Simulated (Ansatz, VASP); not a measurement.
**NaI in VASP and in Ansatz**

```
Na I
1.0
     5.41644    0.00000    0.00000
    -2.70822    4.69078    0.00000
     0.00000    0.00000    6.46221
Na I
2 2
Cartesian
  0.0000 3.1272 1.6156
  2.7082 1.5636 4.8467
  2.7082 1.5636 1.6156
  0.0000 3.1272 4.8467
```

Alike in both runs: task single point; functional PBE; k mesh 6 × 6 × 4; no spin polarisation.

|  | VASP | Ansatz |
| --- | --- | --- |
| version | VASP 6.6.1 | Ansatz 0.2.0 |
| potentials or method | VASP PAW PBE potentials, release 64 (Na_pv, I) | plane waves, PAW |
| plane-wave cutoff (eV) | 520 | 420 |
| occupations | gaussian, width 0.01 eV | fixed |
| valence electrons in the cell | 28 | 52 |

|  | VASP | Ansatz | Ansatz less VASP |
| --- | --- | --- | --- |
| gap on the k mesh at the Fermi level (eV) | 3.56 | 3.56 | +0.004 |
| pressure (GPa) | 0.4 | 0.4 | -0.01 |

VASP's potentials hold 28 valence electrons a cell and Ansatz's 52, so a difference there can come from the potentials and not from the codes.

Spin-orbit coupling is off throughout.
